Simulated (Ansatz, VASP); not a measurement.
**One calculation of Mn3Sb4, two programs**

```
CELL_PARAMETERS angstrom
5.79702 0.00000 0.00000
0.00000 5.79702 0.00000
0.00000 0.00000 5.79702
ATOMIC_POSITIONS crystal
Mn 0.00000 0.00000 0.50000
Mn 0.50000 0.00000 0.00000
Mn 0.00000 0.50000 0.00000
Sb 0.72173 0.72173 0.72173
Sb 0.27827 0.27827 0.72173
Sb 0.27827 0.72173 0.27827
Sb 0.72173 0.27827 0.27827
```

Change from the starting cell: species swapped into the Ge3As4 type (P-43m, No. 215).

Alike in both runs: functional PBE; k mesh 4 × 4 × 4; occupations gaussian, width 0.1 eV; collinear spin.

Ansatz relaxed the structure, and its values are those at the end. VASP's run is a single point on that final structure, the one shown.

```csv
,VASP,Ansatz
version,VASP 6.6.1,Ansatz 0.2.0
potentials or method,"VASP PAW PBE potentials, release 64 (Mn_pv, Sb), cutoff 520 eV","scalar-relativistic, plane waves, PAW"
valence electrons in the cell,59,105
```

|  | VASP | Ansatz | Ansatz less VASP |
| --- | --- | --- | --- |
| gap on the k mesh at the Fermi level (eV) | none | none | - |
| pressure (GPa) | 0.0 | 0.1 | +0.05 |
| rms of the force components (eV/Å) | 0.022 | 0.017 | -0.0042 |
| net moment per atom (μB) | 1.29 | 1.29 | 0.000 |
| size of the moment on the site where the two differ most (μB) | 0.25 | 0.20 | -0.044 |

Site moments also hang on the region over which each program counts them. A gap of «none» marks a metal or a gap that the smearing closes. The functional is the same, so the differences come from potentials, cutoffs and numerics. VASP's potentials hold 59 valence electrons a cell and Ansatz's 105, so a difference there can come from the potentials and not from the codes.

Neither program's run includes spin-orbit coupling.
